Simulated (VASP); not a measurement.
# P in VASP: further runs

Aim: see how the results for P move with the level of theory and the settings. Levels: revPBE+D3(BJ), PBE-based screened hybrid with 30 % exact exchange. Tasks: single point.

Everything below comes from runs of VASP 6.6.1. Logs are shortened: lines on timing, memory, paths and dates and some standing lists are left out, and cuts for length are marked.

## 1. The cell of the first run

The typed cell holds 2 atoms: a = 3.710 Å, b = 3.710 Å, c = 3.710 Å, α = 55.44°, β = 55.44°, γ = 55.44°.

## 2. Single point, revPBE+D3(BJ) (atoms moved at random)

INCAR reads:

```
SYSTEM = P
PREC = Accurate
ENCUT = 520
EDIFF = 1E-6
ISMEAR = -1
SIGMA = 0.025
LREAL = .FALSE.
LASPH = .TRUE.
NELM = 100
ALGO = Normal
ISIF = 2
LWAVE = .FALSE.
LCHARG = .TRUE.
GGA = RE
IVDW = 12
LELF = .TRUE.
LVHAR = .TRUE.
NBANDS = 12
```

KPOINTS reads:

```
regular mesh
0
G
  9 9 9
  0 0 0
```

POSCAR reads:

```
P
1.0
    1.7257251780      0.9963478961      3.1296800121
   -1.7257251780      0.9963478961      3.1296800121
    0.0000000000     -1.9926957921      3.1296800121
P
2
Direct
    0.7478428101      0.7735440455      0.7487770440
    0.2052841899      0.2300319545      0.2060709560
```

Potentials or basis: VASP PAW PBE potentials, release 64 (P).

On the command line:

```console
cat potpaw_PBE.64/P/POTCAR > POTCAR
mpirun -np 1 vasp_std > vasp.out
```

OUTCAR:

```text
SYSTEM = P
   PREC = Accurate
   ENCUT = 520
   EDIFF = 1E-6
   ISMEAR = -1
   LREAL = .FALSE.
   LASPH = .TRUE.
   NELM = 100
   ISIF = 2
   GGA = RE
   IVDW = 12
 IVDW          = 12

 ion  position               nearest neighbor table
   1  0.748  0.774  0.749-   2 2.31   2 2.31   2 2.31   2 2.80   2 2.80   2 2.80
   2  0.205  0.230  0.206-   1 2.31   1 2.31   1 2.31   1 2.80   1 2.80   1 2.80

  LATTYP: Found a trigonal (rhomboedric) cell.
 ALAT       =     3.7102201415
 COS(alpha) =     0.5673129383

  Lattice vectors:

 A1 = (   1.7257251780,   0.9963478961,   3.1296800121)
 A2 = (  -1.7257251780,   0.9963478961,   3.1296800121)
 A3 = (   0.0000000000,  -1.9926957921,   3.1296800121)

Analysis of symmetry for initial positions (statically):
=====================================================================
 Subroutine PRICEL returns:
 Original cell was already a primitive cell.

 Routine SETGRP: Setting up the symmetry group for a
 trigonal (rhombohedral) supercell.

 Subroutine GETGRP returns: Found  2 space group operations
 (whereof  1 operations were pure point group operations)
 out of a pool of 12 trial point group operations.

The static configuration has the point symmetry C_1 .
 The point group associated with its full space group is S_2 .

Analysis of symmetry for dynamics (positions and initial velocities):
=====================================================================
 Subroutine PRICEL returns:
 Original cell was already a primitive cell.

 Routine SETGRP: Setting up the symmetry group for a
 trigonal (rhombohedral) supercell.

 Subroutine GETGRP returns: Found  2 space group operations
 (whereof  1 operations were pure point group operations)
 out of a pool of 12 trial point group operations.

The dynamic configuration has the point symmetry C_1 .
 The point group associated with its full space group is S_2 .

 Subroutine INISYM returns: Found  2 space group operations
 (whereof  1 operations are pure point group operations),
 and found     1 'primitive' translations

----------------------------------------------------------------------------------------

                                     Primitive cell

  volume of cell :      32.2875

  direct lattice vectors                    reciprocal lattice vectors
     1.725725178  0.996347896  3.129680012     0.289733271  0.167277582  0.106507161
    -1.725725178  0.996347896  3.129680012    -0.289733271  0.167277582  0.106507161
     0.000000000 -1.992695792  3.129680012     0.000000000 -0.334555164  0.106507161

  length of vectors
     3.710220141  3.710220141  3.710220141     0.351099605  0.351099605  0.351099605

  position of ions in fractional coordinates (direct lattice)
     0.747842810  0.773544046  0.748777044
     0.205284190  0.230031954  0.206070956

  ion indices of the primitive-cell ions
   primitive index   ion index
                 1           1
                 2           2

----------------------------------------------------------------------------------------

 KPOINTS: regular mesh

Automatic generation of k-mesh.
 Grid dimensions read from file:
 generate k-points for:    9    9    9

 Generating k-lattice:

  Cartesian coordinates                     Fractional coordinates (reciprocal lattice)
     0.032192586  0.018586398  0.011834129     0.111111111  0.000000000  0.000000000
    -0.032192586  0.018586398  0.011834129     0.000000000  0.111111111  0.000000000
     0.000000000 -0.037172796  0.011834129    -0.000000000 -0.000000000  0.111111111

  Length of vectors
     0.039011067  0.039011067  0.039011067

  Shift w.r.t. Gamma in fractional coordinates (k-lattice)
     0.000000000  0.000000000  0.000000000

 Subroutine IBZKPT returns following result:
 ===========================================

 Found    365 irreducible k-points:

 Following reciprocal coordinates:
            Coordinates               Weight
  0.000000  0.000000  0.000000      1.000000
  0.111111 -0.000000  0.000000      2.000000
 -0.000000  0.111111  0.000000      2.000000
  0.000000  0.000000  0.111111      2.000000
  0.222222  0.000000  0.000000      2.000000
  0.000000  0.222222  0.000000      2.000000
[... 16 lines left out ...]
  0.333333  0.111111 -0.000000      2.000000
 -0.333333  0.000000 -0.111111      2.000000
 [... further k-points ...]
   k-points           NKPTS =    365   k-points in BZ     NKDIM =    365   number of bands    NBANDS=     12
   number of dos      NEDOS =    301   number of ions     NIONS =      2
   total plane-waves  NPLWV =  21952
   dimension x,y,z NGX =    28 NGY =   28 NGZ =   28
   dimension x,y,z NGXF=    56 NGYF=   56 NGZF=   56
   ions per type =               2
   NGX,Y,Z   is equivalent  to a cutoff of  12.55, 12.55, 12.55 a.u.
   NGXF,Y,Z  is equivalent  to a cutoff of  25.09, 25.09, 25.09 a.u.
 SYSTEM =  P
   PREC   = accura    normal or accurate (medium, high low for compatibility)
   ISTART =      0    job   : 0-new  1-cont  2-samecut
   ICHARG =      2    charge: 1-file 2-atom 10-const
   ISPIN  =      1    spin polarized calculation?
   LNONCOLLINEAR =      F non collinear calculations
   LSORBIT =      F    spin-orbit coupling
   LASPH  =      T    aspherical Exc in radial PAW
   ENCUT  =  520.0 eV  38.22 Ry    6.18 a.u.   6.90  6.90  6.90*2*pi/ulx,y,z
   NELM   =    100;   NELMIN=  2; NELMDL= -5     # of ELM steps
   EDIFF  = 0.1E-05   stopping-criterion for ELM
   LREAL  =      F    real-space projection
   EDIFFG = 0.1E-04   stopping-criterion for IOM
   NSW    =      0    number of steps for IOM
   IBRION =     -1    ionic relax: 0-MD 1-quasi-New 2-CG
   NFREE  =      0    steps in history (QN), initial steepest desc. (CG)
   ISIF   =      2    stress and relaxation
   ISYM   =      2    0-nonsym 1-usesym 2-fastsym
   POTIM  = 0.5000    time-step for ionic-motion
   TEBEG  =    0.0;   TEEND  =   0.0 temperature during run
   PSTRESS=    0.0 pullay stress
   NELECT =      10.0000    total number of electrons
   NUPDOWN=      -1.0000    fix difference up-down
   EMIN   =  10.00;   EMAX   =-10.00  energy-range for DOS
   EFERMI =   0.00;   METHOD = LEGACY
   ISMEAR =    -1;   SIGMA  =   0.03  broadening in eV -4-tet -1-fermi 0-gaus
   EFERMI_NEDOS =   21; number of points for ismear=-14 and -15
   IALGO  =     38    algorithm
   IMIX   =      4    mixing-type and parameters
     AMIX     =   0.40;   BMIX     =  1.00
     AMIX_MAG =   1.60;   BMIX_MAG =  1.00
  volume/ion in A,a.u.               =      16.14       108.94
  Fermi-wavevector in a.u.,A,eV,Ry     =   1.107636  2.093128 16.692396  1.226857
  Thomas-Fermi vector in A             =   2.244152
   LORBIT       =      0    0 simple, 1 ext, 2 COOP (PROOUT), +10 PAW based schemes
   GGA     = RE    functional components
   LHFCALC =     F    Hartree Fock is set to
   AEXX    =    0.0000 exact exchange contribution
   IVDW    =    12    specifies the selected vdW correction
   LEPSILON=     F    determine dielectric tensor
   LRPA    =     F    only Hartree local field effects (RPA)
 non-spin polarized calculation
  energy-cutoff  :      520.00
  volume of cell :       32.29
 maximum number of plane-waves:       886
   NGX = 13   NGY = 13   NGZ = 13

 number of electron      10.0000000 magnetization

 Free energy of the ion-electron system (eV)
  ---------------------------------------------------
  ext. energy  EPLUGINS =         0.00000000
  ---------------------------------------------------
  free energy    TOTEN  =       -10.01559035 eV

  energy without entropy =      -10.01490501  energy(sigma->0) =      -10.01524768

 E-fermi :   9.0728     XC(G=0): -10.7248

 val. band max:        8.9346477529   @ k =   0.4444   0.4444   0.4444
 cond. band min:       9.0738942487   @ k =   0.0000  -0.3333   0.1111
 fundamental gap:      0.1392464958
 Fermi energy:         9.0727794820

 k-point     1 :       0.0000    0.0000    0.0000
  band No.  band energies     occupation
      1      -7.4589      2.00000
      2       5.4130      2.00000
      3       5.7844      2.00000
      4       6.1956      2.00000
      5       6.2071      2.00000
      6      10.5173      0.00000
      7      11.7421      0.00000
      8      11.7609      0.00000
      9      14.7364      0.00000
     10      14.7517      0.00000
     11      15.9711      0.00000
     12      16.0292      0.00000

 k-point     2 :       0.1111   -0.0000    0.0000
  band No.  band energies     occupation
      1      -7.2586      2.00000
      2       3.8981      2.00000
      3       5.7478      2.00000
      4       6.0576      2.00000
      5       6.9110      2.00000
      6      10.9247      0.00000
      7      11.6105      0.00000
      8      11.7297      0.00000
      9      13.7069      0.00000
     10      14.2100      0.00000
     11      14.8556      0.00000
     12      17.5968      0.00000

 k-point     3 :      -0.0000    0.1111    0.0000
  band No.  band energies     occupation
      1      -7.2587      2.00000
      2       3.9000      2.00000
      3       5.7538      2.00000
      4       6.0491      2.00000
      5       6.9112      2.00000
      6      10.9220      0.00000
      7      11.6219      0.00000
      8      11.7165      0.00000
      9      13.7139      0.00000
     10      14.2060      0.00000
     11      14.8602      0.00000
     12      17.5966      0.00000

 k-point     4 :       0.0000    0.0000    0.1111
  band No.  band energies     occupation
      1      -7.2586      2.00000
      2       3.8984      2.00000
      3       5.7487      2.00000
      4       6.0563      2.00000
      5       6.9110      2.00000
      6      10.9242      0.00000
      7      11.6123      0.00000
      8      11.7277      0.00000
      9      13.7080      0.00000
     10      14.2094      0.00000
     11      14.8563      0.00000
     12      17.5968      0.00000

 k-point     5 :       0.2222    0.0000    0.0000
  band No.  band energies     occupation
      1      -6.6617      2.00000
      2       1.7186      2.00000
      3       5.5654      2.00000
      4       5.7469      2.00000
      5       7.5749      2.00000
      6      10.5414      0.00000
      7      10.8184      0.00000
      8      10.9948      0.00000
      9      14.3592      0.00000
     10      14.7280      0.00000
     11      15.0237      0.00000
     12      20.1065      0.00000
[... 228 lines left out ...]
      1      -6.7626      2.00000
      2       2.3573      2.00000
      3       4.7602      2.00000
      4       5.4162      2.00000
      5       7.9738      2.00000
      6      10.1095      0.00000
      7      11.3921      0.00000
      8      12.3288      0.00000
      9      13.2426      0.00000
     10      15.0281      0.00000
     11      16.1597      0.00000
     12      18.2219      0.00000

 k-point    22 :       0.0000   -0.1111   -0.2222
  band No.  band energies     occupation
      1      -6.7624      2.00000
      2       2.3533      2.00000
      3       4.7599      2.00000
      4       5.4229      2.00000
      5       7.9672      2.00000
      6      10.1195      0.00000
      7      11.3902      0.00000
      8      12.3309      0.00000
      9      13.2374      0.00000
     10      15.0253      0.00000
     11      16.1632      0.00000
     12      18.2187      0.00000

 k-point    23 :       0.3333    0.1111   -0.0000
  band No.  band energies     occupation
      1      -5.9311      2.00000
      2       0.3540      2.00000
      3       4.5121      2.00000
      4       5.1021      2.00000
      5       7.5228      2.00000
      6      10.2530      0.00000
      7      11.0877      0.00000
      8      11.5301      0.00000
      9      13.7826      0.00000
     10      16.3464      0.00000
     11      17.5901      0.00000
     12      20.8822      0.00000

 k-point    24 :      -0.3333    0.0000   -0.1111
  band No.  band energies     occupation
      1      -5.9315      2.00000
      2       0.3562      2.00000
      3       4.5104      2.00000
      4       5.1011      2.00000
      5       7.5240      2.00000
      6      10.2479      0.00000
      7      11.0913      0.00000
      8      11.5333      0.00000
      9      13.7760      0.00000
     10      16.3444      0.00000
     11      17.5969      0.00000
     12      20.8836      0.00000

 [... further k-points ...]

------------------------ aborting loop because EDIFF is reached ----------------------------------------

 Edisp (eV)   -1.75096

 E8    (eV) :    -1.1563

  FORCE on cell =-STRESS in cart. coord.  units (eV):
  Direction    XX          YY          ZZ          XY          YZ          ZX
  --------------------------------------------------------------------------------------
  -------------------------------------------------------------------------------------
  Total      -1.36240    -1.36294    -1.73020    -0.00064     0.00226    -0.00567
  in kB     -67.60544   -67.63216   -85.85655    -0.03198     0.11204    -0.28113
  external pressure =      -73.70 kB  Pullay stress =        0.00 kB

 VOLUME and BASIS-vectors are now :
 -----------------------------------------------------------------------------
  energy-cutoff  :      520.00
  volume of cell :       32.29
      direct lattice vectors                 reciprocal lattice vectors
     1.725725178  0.996347896  3.129680012     0.289733271  0.167277582  0.106507161
    -1.725725178  0.996347896  3.129680012    -0.289733271  0.167277582  0.106507161
     0.000000000 -1.992695792  3.129680012     0.000000000 -0.334555164  0.106507161

 POSITION                                       TOTAL-FORCE (eV/Angst)
 -----------------------------------------------------------------------------------
     -0.04435      0.02375      7.10489         0.008173     -0.003243      0.035092
     -0.04271      0.02309      2.00734        -0.008173      0.003243     -0.035092
 -----------------------------------------------------------------------------------
    total drift:                                0.000000     -0.000000     -0.000001

  FREE ENERGIE OF THE ION-ELECTRON SYSTEM (eV)
  ---------------------------------------------------
  free  energy   TOTEN  =       -11.7665550111 eV

  energy  without entropy=      -11.7658696691  energy(sigma->0) =      -11.76621234
```

It took 2.1 min on 1 thread of Intel Xeon Platinum 8375C at 2.90GHz (Ice Lake), shared host; peak memory 0.24 GiB.

What came out:

```yaml
Free_energy: -11.7666 eV
Pressure: -7.4 GPa
Largest_force: 0.036 eV/Å
Band_gap_on_the_k_mesh: zero (bands 5 and 6 overlap by 0.71 eV)
Dispersion_energy_per_atom: -0.875 eV
```

Forces on the atoms (eV/Å):
```
P    0.008 -0.003  0.035
P   -0.008  0.003 -0.035
```

Caveat: the cell differs from its parent crystal (atoms moved at random); the cell stands under tension; the PAW data sets were made with another functional, which shifts forces and pressure a little.

## 3. Single point, PBE-based screened hybrid with 30 % exact exchange

POSCAR reads:

```
P
1.0
    1.7257251780      0.9963478961      3.1296800121
   -1.7257251780      0.9963478961      3.1296800121
    0.0000000000     -1.9926957921      3.1296800121
P
2
Direct
    0.7729197500      0.7729197500      0.7729197500
    0.2270802500      0.2270802500      0.2270802500
```

INCAR.step1 reads:

```
SYSTEM = P
PREC = Accurate
ENCUT = 520
EDIFF = 1E-5
ISMEAR = -1
SIGMA = 0.05
LREAL = .FALSE.
LASPH = .TRUE.
NELM = 80
ALGO = Normal
ISIF = 2
LWAVE = .TRUE.
LCHARG = .FALSE.
GGA = PE
NBANDS = 12
```

INCAR.step2 reads:

```
SYSTEM = P
PREC = Accurate
ENCUT = 520
EDIFF = 1E-7
ISMEAR = -1
SIGMA = 0.05
LREAL = .FALSE.
LASPH = .TRUE.
NELM = 80
ALGO = Normal
ISIF = 2
LWAVE = .FALSE.
LCHARG = .FALSE.
GGA = PE
LHFCALC = .TRUE.
AEXX = 0.3
HFSCREEN = 0.2
PRECFOCK = Normal
ISTART = 1
NBANDS = 12
```

KPOINTS reads:

```
Automatic mesh
0
G
  5 5 5
  0 0 0
```

Potentials or basis: VASP PAW PBE potentials, release 64 (P).

On the command line:

```console
cat potpaw_PBE.64/P/POTCAR > POTCAR
cp INCAR.step1 INCAR
mpirun -np 1 vasp_std > vasp.out
cp INCAR.step2 INCAR
mpirun -np 1 vasp_std > vasp.out
```

It took 13 min on 1 thread of AMD EPYC 7R13 (Zen 3), shared host; peak memory 0.22 GiB.

The run converged. Its results:

```
Free energy            : -13.1750 eV
Pressure               : -2.1 GPa
Largest force          : 0.334 eV/Å
Band gap on the k mesh : zero (filled and empty bands touch)
```

Forces on the atoms (eV/Å):
```
P    0.000  0.000  0.334
P    0.000  0.000 -0.334
```

Stress tensor (GPa, compression positive):
```
-2.24  0.00  0.00
 0.00 -2.24  0.00
 0.00  0.00 -1.93
```

Levels at points of the mesh, in eV from the Fermi level:
```csv
k point,band 1,band 2,band 3,band 4,band 5,band 6,band 7,band 8,band 9,band 10
"(0.00, 0.00, 0.00)",-19.24,-4.49,-4.13,-3.82,-3.82,1.59,3.02,3.02,6.35,6.35
```

Caveat: the k points lie up to 0.44 Å⁻¹ apart; the PAW data sets were made with another functional, which shifts forces and pressure a little.

The gap in the log of VASP goes by the Fermi energy; the results here count the filled bands.